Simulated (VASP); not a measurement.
Here is a VASP 6.6.1 calculation.

INCAR

```
SYSTEM = C
ALGO     = Normal         ! electronic algorithm
EDIFF    = 1E-6           ! SCF threshold, eV
ENCUT    = 520            ! plane-wave cutoff, eV
GGA      = CA             ! functional
ISIF     = 2              ! what is computed and relaxed
ISMEAR   = 0              ! smearing method
LASPH    = .TRUE.         ! aspherical terms in the spheres
LCHARG   = .FALSE.        ! write CHGCAR
LREAL    = .FALSE.        ! projectors in reciprocal space
LWAVE    = .FALSE.        ! write WAVECAR
NBANDS   = 11             ! bands
NELM     = 80             ! most SCF steps
PREC     = Accurate       ! precision mode
SIGMA    = 0.05           ! smearing width, eV
```

KPOINTS

```
k-points
0
G
  14 14 14
  0 0 0
```

File POSCAR:

```
C
1.0
    0.0000000000      2.0472375000      3.3480000000
    1.1819500000      0.0000000000      3.3480000000
    1.1819500000      2.0472375000      0.0000000000
C
2
Direct
    0.1666700000      0.8333300000      0.1666700000
    0.8333300000      0.1666700000      0.8333300000
```

Potentials or basis: VASP PAW LDA potentials, release 64 (C).

Run with:

```bash
$ cat potpaw_LDA.64/C/POTCAR > POTCAR
$ mpirun -np 1 vasp_std > vasp.out
```

**Question.** Predict the pressure.

**Answer.** 34.4 GPa.

**Question.** Estimate the largest force.

**Answer.** 0.031 eV/Å.

Stress tensor (GPa, compression positive):
```
51.73  0.00  0.00
 0.00 51.78  0.00
 0.00  0.00 -0.17
```

Caveat: the cell differs from its parent crystal (strain -0.0375 x Voigt [1, 1, 0, 0, 0, 0]); the cell stands under pressure.
